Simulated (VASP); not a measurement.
# Al7Cu (P-43m) in VASP: a series of runs

Runs on Al7Cu. Level: PBE. Tasks: single point, relaxation of cell and atoms.

Program: VASP 6.6.1. These are calculated values, not measurements. Logs are shortened: lines on timing, memory, paths and dates and some standing lists are left out, and cuts for length are marked.

### 1 The cell of the first run

Symmetry: P-43m, No. 215, cubic system. Conventional cell: a = 5.414 Å, b = 5.414 Å, c = 5.414 Å, α = 90.00°, β = 90.00°, γ = 90.00°. Al (site symmetry 3m) has 3 Al at 2.34 Å and 1 Cu at 2.37 Å within 3.1 Å. Al (site symmetry -42m) has 4 Al at 2.34 Å within 3.1 Å. Within 3.1 Å of Cu (site symmetry -43m) lie 4 Al at 2.37 Å.

The cell was built from a structure type or drawn by symmetry, and may not be a known phase.

### 2 Single point, PBE

Contents of INCAR:

```
PREC = Accurate
ENCUT = 520
EDIFF = 1E-6
ISMEAR = 0
SIGMA = 0.1
LREAL = F
LASPH = T
NELM = 100
ALGO = Normal
ISIF = 2
LWAVE = F
LCHARG = F
GGA = PE
NBANDS = 26
```

Contents of KPOINTS:

```
Automatic mesh
0
Gamma
  4 4 4
```

Contents of POSCAR:

```
Al7Cu
1.0
    5.4136110500      0.0000000000      0.0000000000
    0.0000000000      5.4136110500      0.0000000000
    0.0000000000      0.0000000000      5.4136110500
Al Cu
7 1
Direct
    0.2526152100      0.2526152100      0.2526152100
    0.0000000000      0.5000000000      0.5000000000
    0.5000000000      0.5000000000      0.0000000000
    0.5000000000      0.0000000000      0.5000000000
    0.7473847900      0.2526152100      0.7473847900
    0.7473847900      0.7473847900      0.2526152100
    0.2526152100      0.7473847900      0.7473847900
    0.0000000000      0.0000000000      0.0000000000
```

Potentials or basis: VASP PAW PBE potentials, release 64 (Al, Cu).

Run with:

```
$ cat potpaw_PBE.64/Al/POTCAR potpaw_PBE.64/Cu/POTCAR > POTCAR
$ mpirun -np 1 vasp_std > vasp.out
```

OUTCAR:

```text
PREC = Accurate
   ENCUT = 520
   EDIFF = 1E-6
   ISMEAR = 0
   LREAL = F
   LASPH = T
   NELM = 100
   ISIF = 2
   GGA = PE

 ion  position               nearest neighbor table
   1  0.253  0.253  0.253-   2 2.34   3 2.34   4 2.34   8 2.37
   2  0.000  0.500  0.500-   1 2.34   5 2.34   6 2.34   7 2.34
   3  0.500  0.500  0.000-   1 2.34   5 2.34   6 2.34   7 2.34
   4  0.500  0.000  0.500-   1 2.34   5 2.34   6 2.34   7 2.34
   5  0.747  0.253  0.747-   2 2.34   3 2.34   4 2.34   8 2.37
   6  0.747  0.747  0.253-   2 2.34   3 2.34   4 2.34   8 2.37
   7  0.253  0.747  0.747-   2 2.34   3 2.34   4 2.34   8 2.37
   8  0.000  0.000  0.000-   1 2.37   5 2.37   6 2.37   7 2.37

  LATTYP: Found a simple cubic cell.
 ALAT       =     5.4136110500

  Lattice vectors:

 A1 = (   5.4136110500,   0.0000000000,   0.0000000000)
 A2 = (   0.0000000000,   5.4136110500,   0.0000000000)
 A3 = (   0.0000000000,   0.0000000000,   5.4136110500)

Analysis of symmetry for initial positions (statically):
=====================================================================
 Subroutine PRICEL returns:
 Original cell was already a primitive cell.

 Routine SETGRP: Setting up the symmetry group for a
 simple cubic supercell.

 Subroutine GETGRP returns: Found 24 space group operations
 (whereof 24 operations were pure point group operations)
 out of a pool of 48 trial point group operations.

The static configuration has the point symmetry T_d .

Analysis of symmetry for dynamics (positions and initial velocities):
=====================================================================
 Subroutine PRICEL returns:
 Original cell was already a primitive cell.

 Routine SETGRP: Setting up the symmetry group for a
 simple cubic supercell.

 Subroutine GETGRP returns: Found 24 space group operations
 (whereof 24 operations were pure point group operations)
 out of a pool of 48 trial point group operations.

The dynamic configuration has the point symmetry T_d .

 Subroutine INISYM returns: Found 24 space group operations
 (whereof 24 operations are pure point group operations),
 and found     1 'primitive' translations

----------------------------------------------------------------------------------------

                                     Primitive cell

  volume of cell :     158.6577

  direct lattice vectors                    reciprocal lattice vectors
     5.413611050  0.000000000  0.000000000     0.184719587  0.000000000  0.000000000
     0.000000000  5.413611050  0.000000000     0.000000000  0.184719587  0.000000000
     0.000000000  0.000000000  5.413611050     0.000000000  0.000000000  0.184719587

  length of vectors
     5.413611050  5.413611050  5.413611050     0.184719587  0.184719587  0.184719587

  position of ions in fractional coordinates (direct lattice)
     0.252615210  0.252615210  0.252615210
     0.000000000  0.500000000  0.500000000
     0.500000000  0.500000000  0.000000000
     0.500000000  0.000000000  0.500000000
     0.747384790  0.252615210  0.747384790
     0.747384790  0.747384790  0.252615210
     0.252615210  0.747384790  0.747384790
     0.000000000  0.000000000  0.000000000

  ion indices of the primitive-cell ions
   primitive index   ion index
                 1           1
                 2           2
                 3           3
                 4           4
                 5           5
                 6           6
                 7           7
                 8           8

----------------------------------------------------------------------------------------

 KPOINTS: Automatic mesh

Automatic generation of k-mesh.
 Grid dimensions read from file:
 generate k-points for:    4    4    4

 Generating k-lattice:

  Cartesian coordinates                     Fractional coordinates (reciprocal lattice)
     0.046179897  0.000000000  0.000000000     0.250000000  0.000000000  0.000000000
     0.000000000  0.046179897  0.000000000     0.000000000  0.250000000  0.000000000
     0.000000000  0.000000000  0.046179897     0.000000000  0.000000000  0.250000000

  Length of vectors
     0.046179897  0.046179897  0.046179897

  Shift w.r.t. Gamma in fractional coordinates (k-lattice)
     0.000000000  0.000000000  0.000000000

 Subroutine IBZKPT returns following result:
 ===========================================

 Found     10 irreducible k-points:

 Following reciprocal coordinates:
            Coordinates               Weight
  0.000000  0.000000  0.000000      1.000000
  0.250000  0.000000  0.000000      6.000000
  0.500000  0.000000  0.000000      3.000000
  0.250000  0.250000  0.000000     12.000000
  0.500000  0.250000  0.000000     12.000000
  0.500000  0.500000  0.000000      3.000000
  0.250000  0.250000  0.250000      8.000000
  0.500000  0.250000  0.250000     12.000000
  0.500000  0.500000  0.250000      6.000000
  0.500000  0.500000  0.500000      1.000000
   k-points           NKPTS =     10   k-points in BZ     NKDIM =     10   number of bands    NBANDS=     26
   number of dos      NEDOS =    301   number of ions     NIONS =      8
   total plane-waves  NPLWV =  64000
   dimension x,y,z NGX =    40 NGY =   40 NGZ =   40
   dimension x,y,z NGXF=    80 NGYF=   80 NGZF=   80
   ions per type =               7   1
   NGX,Y,Z   is equivalent  to a cutoff of  12.28, 12.28, 12.28 a.u.
   NGXF,Y,Z  is equivalent  to a cutoff of  24.57, 24.57, 24.57 a.u.
 SYSTEM =  unknown system
   PREC   = accura    normal or accurate (medium, high low for compatibility)
   ISTART =      0    job   : 0-new  1-cont  2-samecut
   ICHARG =      2    charge: 1-file 2-atom 10-const
   ISPIN  =      1    spin polarized calculation?
   LNONCOLLINEAR =      F non collinear calculations
   LSORBIT =      F    spin-orbit coupling
   LASPH  =      T    aspherical Exc in radial PAW
   ENCUT  =  520.0 eV  38.22 Ry    6.18 a.u.  10.07 10.07 10.07*2*pi/ulx,y,z
   NELM   =    100;   NELMIN=  2; NELMDL= -5     # of ELM steps
   EDIFF  = 0.1E-05   stopping-criterion for ELM
   LREAL  =      F    real-space projection
   EDIFFG = 0.1E-04   stopping-criterion for IOM
   NSW    =      0    number of steps for IOM
   IBRION =     -1    ionic relax: 0-MD 1-quasi-New 2-CG
   NFREE  =      0    steps in history (QN), initial steepest desc. (CG)
   ISIF   =      2    stress and relaxation
   ISYM   =      2    0-nonsym 1-usesym 2-fastsym
   POTIM  = 0.5000    time-step for ionic-motion
   TEBEG  =    0.0;   TEEND  =   0.0 temperature during run
   PSTRESS=    0.0 pullay stress
   NELECT =      32.0000    total number of electrons
   NUPDOWN=      -1.0000    fix difference up-down
   EMIN   =  10.00;   EMAX   =-10.00  energy-range for DOS
   EFERMI =   0.00;   METHOD = LEGACY
   ISMEAR =     0;   SIGMA  =   0.10  broadening in eV -4-tet -1-fermi 0-gaus
   EFERMI_NEDOS =   21; number of points for ismear=-14 and -15
   IALGO  =     38    algorithm
   IMIX   =      4    mixing-type and parameters
     AMIX     =   0.40;   BMIX     =  1.00
     AMIX_MAG =   1.60;   BMIX_MAG =  1.00
  volume/ion in A,a.u.               =      19.83       133.83
  Fermi-wavevector in a.u.,A,eV,Ry     =   0.960073  1.814276 12.541047  0.921741
  Thomas-Fermi vector in A             =   2.089326
   LORBIT       =      0    0 simple, 1 ext, 2 COOP (PROOUT), +10 PAW based schemes
   GGA     = PE    functional components
   LHFCALC =     F    Hartree Fock is set to
   AEXX    =    0.0000 exact exchange contribution
   IVDW    =     0    specifies the selected vdW correction
   LEPSILON=     F    determine dielectric tensor
   LRPA    =     F    only Hartree local field effects (RPA)
 non-spin polarized calculation
 Gauss-broadening in eV      SIGMA  =   0.10
  energy-cutoff  :      520.00
  volume of cell :      158.66
 maximum number of plane-waves:      4337
   NGX = 21   NGY = 21   NGZ = 21

 number of electron      31.9999982 magnetization

 Free energy of the ion-electron system (eV)
  ---------------------------------------------------
  ext. energy  EPLUGINS =         0.00000000
  ---------------------------------------------------
  free energy    TOTEN  =       -21.26314836 eV

  energy without entropy =      -21.24101791  energy(sigma->0) =      -21.25208313

 E-fermi :   5.1118     XC(G=0):  -9.3498

 val. band max:        5.0639244669   @ k =   0.5000   0.5000   0.2500
 cond. band min:       5.1526495680   @ k =   0.2500   0.0000   0.0000
 fundamental gap:      0.0887251011
 Fermi energy:         5.1117545823

 k-point     1 :       0.0000    0.0000    0.0000
  band No.  band energies     occupation
      1      -4.2113      2.00000
      2       0.0518      2.00000
      3       0.0518      2.00000
      4       0.2597      2.00000
      5       0.2597      2.00000
      6       0.2597      2.00000
[... 18 lines left out ...]
     25       8.7309      0.00000
     26       8.7309      0.00000

 k-point     2 :       0.2500    0.0000    0.0000
  band No.  band energies     occupation
      1      -3.9191      2.00000
      2      -1.5769      2.00000
      3       0.2325      2.00000
      4       0.3516      2.00000
      5       0.3516      2.00000
      6       1.0737      2.00000
[... 18 lines left out ...]
     25       9.0615      0.00000
     26       9.0615      0.00000

 k-point     3 :       0.5000    0.0000    0.0000
  band No.  band energies     occupation
      1      -3.2209      2.00000
      2      -2.8124      2.00000
      3       0.4495      2.00000
      4       0.4495      2.00000
      5       0.4967      2.00000
      6       1.4444      2.00000
[... 18 lines left out ...]
     25       9.8385      0.00000
     26      11.2155      0.00000

 k-point     4 :       0.2500    0.2500    0.0000
  band No.  band energies     occupation
      1      -3.6308      2.00000
      2      -1.4762      2.00000
      3      -1.1795      2.00000
      4       0.1636      2.00000
      5       0.9401      2.00000
      6       1.3759      2.00000
[... 18 lines left out ...]
     25       9.4204      0.00000
     26       9.4774      0.00000

 k-point     5 :       0.5000    0.2500    0.0000
  band No.  band energies     occupation
      1      -2.9431      2.00000
      2      -2.5504      2.00000
      3      -0.8776      2.00000
      4      -0.2921      2.00000
      5       1.3128      2.00000
      6       1.3174      2.00000
[... 18 lines left out ...]
     25      10.0321      0.00000
     26      10.8483      0.00000

 k-point     6 :       0.5000    0.5000    0.0000
  band No.  band energies     occupation
      1      -2.1995      2.00000
      2      -2.0548      2.00000
      3      -2.0548      2.00000
      4      -1.1876      2.00000
      5       1.3604      2.00000
      6       1.3604      2.00000
[... 18 lines left out ...]
     25      10.2608      0.00000
     26      11.9262      0.00000

 k-point     7 :       0.2500    0.2500    0.2500
  band No.  band energies     occupation
      1      -3.3484      2.00000
      2      -1.3023      2.00000
      3      -1.3023      2.00000
      4      -0.6698      2.00000
      5       1.2046      2.00000
      6       1.2046      2.00000
[... 18 lines left out ...]
     25      10.4707      0.00000
     26      10.9698      0.00000

 k-point     8 :       0.5000    0.2500    0.2500
  band No.  band energies     occupation
      1      -2.6774      2.00000
      2      -2.3064      2.00000
      3      -1.0688      2.00000
      4      -0.4748      2.00000
      5       0.8314      2.00000
      6       0.9169      2.00000
[... 18 lines left out ...]
     25      10.0864      0.00000
     26      10.5861      0.00000

 k-point     9 :       0.5000    0.5000    0.2500
  band No.  band energies     occupation
      1      -1.9809      2.00000
      2      -1.8785      2.00000
      3      -1.8785      2.00000
      4      -0.9787      2.00000
      5       1.0074      2.00000
      6       1.0074      2.00000
[... 18 lines left out ...]
     25      10.3418      0.00000
     26      10.4947      0.00000

 k-point    10 :       0.5000    0.5000    0.5000
  band No.  band energies     occupation
      1      -1.6423      2.00000
      2      -1.6423      2.00000
      3      -1.6423      2.00000
      4      -0.7697      2.00000
      5       0.4489      2.00000
      6       0.4489      2.00000
[... 18 lines left out ...]
     25       9.8987      0.00000
     26       9.8987      0.00000

------------------------ aborting loop because EDIFF is reached ----------------------------------------

  FORCE on cell =-STRESS in cart. coord.  units (eV):
  Direction    XX          YY          ZZ          XY          YZ          ZX
  --------------------------------------------------------------------------------------
  -------------------------------------------------------------------------------------
  Total       19.2828855     19.2828855     19.2828855      0.0000000     -0.0000000     -0.0000000
  in kB      194.7248846    194.7248846    194.7248846      0.0000000     -0.0000000     -0.0000000
  external PRESSURE =     194.7248846 kB  Pullay stress =       0.0000000 kB

 VOLUME and BASIS-vectors are now :
 -----------------------------------------------------------------------------
  energy-cutoff  :      520.00
  volume of cell :      158.66
      direct lattice vectors                 reciprocal lattice vectors
     5.413611050  0.000000000  0.000000000     0.184719587  0.000000000  0.000000000
     0.000000000  5.413611050  0.000000000     0.000000000  0.184719587  0.000000000
     0.000000000  0.000000000  5.413611050     0.000000000  0.000000000  0.184719587

 POSITION                                       TOTAL-FORCE (eV/Angst)
 -----------------------------------------------------------------------------------
      1.36756      1.36756      1.36756        -0.888482     -0.888482     -0.888482
      0.00000      2.70681      2.70681         0.000000      0.000000     -0.000000
      2.70681      2.70681      0.00000         0.000000      0.000000     -0.000000
      2.70681      0.00000      2.70681         0.000000      0.000000     -0.000000
      4.04605      1.36756      4.04605         0.888482     -0.888482      0.888482
      4.04605      4.04605      1.36756         0.888482      0.888482     -0.888482
      1.36756      4.04605      4.04605        -0.888482      0.888482      0.888482
      0.00000      0.00000      0.00000        -0.000000      0.000000     -0.000000
 -----------------------------------------------------------------------------------
    total drift:                                0.000000      0.000000      0.000000

  FREE ENERGIE OF THE ION-ELECTRON SYSTEM (eV)
  ---------------------------------------------------
  free  energy   TOTEN  =       -21.2631483571 eV

  energy  without entropy=      -21.2410179096  energy(sigma->0) =      -21.25208313
```

Run time: 20 s. Hardware: 1 thread of Intel Xeon 6975P-C (Granite Rapids), shared host; peak memory 0.24 GiB.

Results:

```yaml
Free_energy: -21.2631 eV
Pressure: 19.5 GPa
Largest_force: 1.539 eV/Å
Band_gap_on_the_k_mesh: zero (bands 16 and 17 overlap by 2.25 eV)
```

Forces on the atoms (eV/Å):
```
Al  -0.888 -0.888 -0.888
Al   0.000  0.000  0.000
Al   0.000  0.000  0.000
Al   0.000  0.000  0.000
Al   0.888 -0.888  0.888
Al   0.888  0.888 -0.888
Al  -0.888  0.888  0.888
Cu   0.000  0.000  0.000
```

Caveat: the cell stands under pressure; forces of over 1 eV/Å act on the atoms, so gaps and moduli don't describe the material at rest.

### 3 Single point, PBE

This run uses another cell than the first one, of 25.58 Å³/atom.

Contents of INCAR:

```
  PREC = Accurate
  ENCUT = 520
  EDIFF = 1E-7
  ISMEAR = 0
  SIGMA = 0.1
  LREAL = F
  LASPH = T
  NELM = 80
  ALGO = Normal
  ISIF = 2
  LWAVE = F
  LCHARG = F
  GGA = PE
  NBANDS = 26
```

KPOINTS is that of step 2.

Contents of POSCAR:

```
Al7Cu
1.0
    5.8931521212      0.0000000000      0.0000000000
    0.0000000000      5.8931521212      0.0000000000
    0.0000000000      0.0000000000      5.8931521212
Al Cu
7 1
Direct
    0.2285179172      0.2285179172      0.2285179172
    0.0000000000      0.5000000000      0.5000000000
    0.5000000000      0.5000000000      0.0000000000
    0.5000000000      0.0000000000      0.5000000000
    0.7714820828      0.2285179172      0.7714820828
    0.7714820828      0.7714820828      0.2285179172
    0.2285179172      0.7714820828      0.7714820828
    0.0000000000      0.0000000000      0.0000000000
```

Potentials or basis: VASP PAW PBE potentials, release 64 (Al, Cu).

Run with:

```
$ cat potpaw_PBE.64/Al/POTCAR potpaw_PBE.64/Cu/POTCAR > POTCAR
$ mpirun -np 1 vasp_std > vasp.out
```

Run time: 31 s. Hardware: 1 thread of Intel Xeon 6975P-C (Granite Rapids), shared host; peak memory 0.33 GiB.

It converged, with:

- Free energy: -24.2590 eV
- Pressure: 0.4 GPa
- Largest force: 0.019 eV/Å
- Band gap on the k mesh: zero (bands 16 and 17 overlap by 1.91 eV)

Forces on the atoms (eV/Å):
```
Al   0.011  0.011  0.011
Al   0.000  0.000  0.000
Al   0.000  0.000  0.000
Al   0.000  0.000  0.000
Al  -0.011  0.011 -0.011
Al  -0.011 -0.011  0.011
Al   0.011 -0.011 -0.011
Cu   0.000  0.000  0.000
```

Levels at points of the mesh, in eV from the Fermi level:
```
           k point  band 13  band 14  band 15  band 16  band 17  band 18  band 19  band 20
(0.00, 0.00, 0.00)    -0.46    -0.46    -0.46     0.07     0.07     0.07     2.15     2.15
(0.50, 0.00, 0.00)    -1.39    -1.36    -1.15    -0.40     0.05     0.61     0.61     0.94
(0.50, 0.50, 0.00)    -1.96    -1.36    -1.36    -1.06    -0.77     1.09     1.36     1.59
(0.50, 0.50, 0.50)    -3.48     1.13     1.13     1.13     1.59     1.59     1.96     1.96
```

### 4 Single point, PBE

This run uses another cell than the first one, of 25.83 Å³/atom.

Contents of INCAR:

```
  PREC = Accurate
  ENCUT = 520
  EDIFF = 1E-6
  ISMEAR = 0
  SIGMA = 0.1
  LREAL = F
  LASPH = T
  NELM = 100
  ALGO = Normal
  ISIF = 2
  LWAVE = F
  LCHARG = T
  GGA = PE
  LELF = T
  LVHAR = T
  NBANDS = 26
```

Contents of KPOINTS:

```
Automatic mesh
0
Gamma
  6 6 6
```

Contents of POSCAR:

```
Al7Cu
1.0
    5.9121261731      0.0000000000      0.0000000000
    0.0000000000      5.9121261731      0.0000000000
    0.0000000000      0.0000000000      5.9121261731
Al Cu
7 1
Direct
    0.2293318023      0.2293318023      0.2293318023
    0.0000000000      0.5000000000      0.5000000000
    0.5000000000      0.5000000000      0.0000000000
    0.5000000000      0.0000000000      0.5000000000
    0.7706681977      0.2293318023      0.7706681977
    0.7706681977      0.7706681977      0.2293318023
    0.2293318023      0.7706681977      0.7706681977
    0.0000000000      0.0000000000      0.0000000000
```

Run with:

```
$ cat potpaw_PBE.64/Al/POTCAR potpaw_PBE.64/Cu/POTCAR > POTCAR
$ mpirun -np 1 vasp_std > vasp.out
```

It took 54 s on 1 thread of Intel Xeon 6975P-C (Granite Rapids), shared host; peak memory 0.35 GiB.

Results (log left out):

- Free energy: -24.2943 eV
- Pressure: 0.0 GPa
- Largest force: 0.028 eV/Å
- Band gap on the k mesh: zero (bands 16 and 17 overlap by 1.88 eV)

Forces on the atoms (eV/Å):
```
Al   0.016  0.016  0.016
Al   0.000  0.000  0.000
Al   0.000  0.000  0.000
Al   0.000  0.000  0.000
Al  -0.016  0.016 -0.016
Al  -0.016 -0.016  0.016
Al   0.016 -0.016 -0.016
Cu   0.000  0.000  0.000
```

Levels at points of the mesh, in eV from the Fermi level:
```
           k point  band 12  band 13  band 14  band 15  band 16  band 17  band 18  band 19  band 20  band 21
(0.00, 0.00, 0.00)    -3.24    -0.39    -0.39    -0.39     0.15     0.15     0.15     2.23     2.23     2.45
(0.50, 0.00, 0.00)    -1.30    -1.30    -1.28    -1.06    -0.34     0.09     0.68     0.68     1.00     1.00
(0.50, 0.50, 0.00)    -2.01    -1.88    -1.27    -1.27    -0.99    -0.69     1.14     1.41     1.65     1.65
(0.50, 0.50, 0.50)    -3.37    -3.37     1.19     1.19     1.19     1.63     1.63     2.02     2.02     2.02
```

(Continued in part 2 of 2.)
